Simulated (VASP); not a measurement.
Write the native input for VASP 6.6.1 that does the following.

```
Task                   : single point
Functional             : PBEsol
Potentials or basis    : VASP PAW PBE potentials, release 64 (Al, Ni)
Cutoff                 : 520 eV
k mesh                 : 6 × 6 × 8
Occupations            : gaussian, width 0.1 eV
Spin                   : no spin polarisation
Dipole correction      : no
Further INCAR settings : LREAL = Auto; ALGO = Fast; EDIFF = 1e-06; NBANDS = 52
```

The structure of Al3Ni lies in POSCAR:

```
Al3Ni
1.0
    6.5589051800      0.0000000000      0.0000000000
    0.0000000000      7.3043382700      0.0000000000
    0.0000000000      0.0000000000      4.7705713600
Al Ni
12 4
Direct
    0.0103841300      0.2500000000      0.9157124800
    0.1713207600      0.4438987300      0.3638037400
    0.1713207600      0.0561012700      0.3638037400
    0.3286792400      0.5561012700      0.8638037400
    0.6713207600      0.4438987300      0.1361962600
    0.8286792400      0.9438987300      0.6361962600
    0.6713207600      0.0561012700      0.1361962600
    0.8286792400      0.5561012700      0.6361962600
    0.3286792400      0.9438987300      0.8638037400
    0.5103841300      0.2500000000      0.5842875200
    0.9896158700      0.7500000000      0.0842875200
    0.4896158700      0.7500000000      0.4157124800
    0.8710788400      0.2500000000      0.4442840400
    0.3710788400      0.2500000000      0.0557159600
    0.1289211600      0.7500000000      0.5557159600
    0.6289211600      0.7500000000      0.9442840400
```

The input as run:

INCAR

```
PREC     = Accurate       # precision mode
ENCUT    = 520            # plane-wave cutoff, eV
EDIFF    = 1E-6           # SCF threshold, eV
ISMEAR   = 0              # smearing method
SIGMA    = 0.1            # smearing width, eV
LREAL    = Auto         
LASPH    = T              # aspherical terms in the spheres
NELM     = 80             # most SCF steps
ALGO     = Fast           # electronic algorithm
ISIF     = 2              # what is computed and relaxed
LWAVE    = F              # write WAVECAR
LCHARG   = F              # write CHGCAR
GGA      = PS             # functional
NBANDS   = 52             # bands
```

KPOINTS

```
Automatic mesh
0
Gamma
  6 6 8
```

Potentials or basis: VASP PAW PBE potentials, release 64 (Al, Ni).

Run with:

```console
$ cat potpaw_PBE.64/Al/POTCAR potpaw_PBE.64/Ni/POTCAR > POTCAR
$ mpirun -np 1 vasp_std > vasp.out
```

It gave:

```yaml
Pressure: 0.7 GPa
Largest_force: 0.062 eV/Å
Band_gap_on_the_k_mesh: zero (bands 38 and 39 overlap by 1.92 eV)
```

Caveat: the PAW data sets were made with another functional, which shifts forces and pressure a little.

Run time: 38 min on 1 thread of Oxide Virtual Turin-like Processor, with other jobs on the host, peak memory 0.64 GiB.
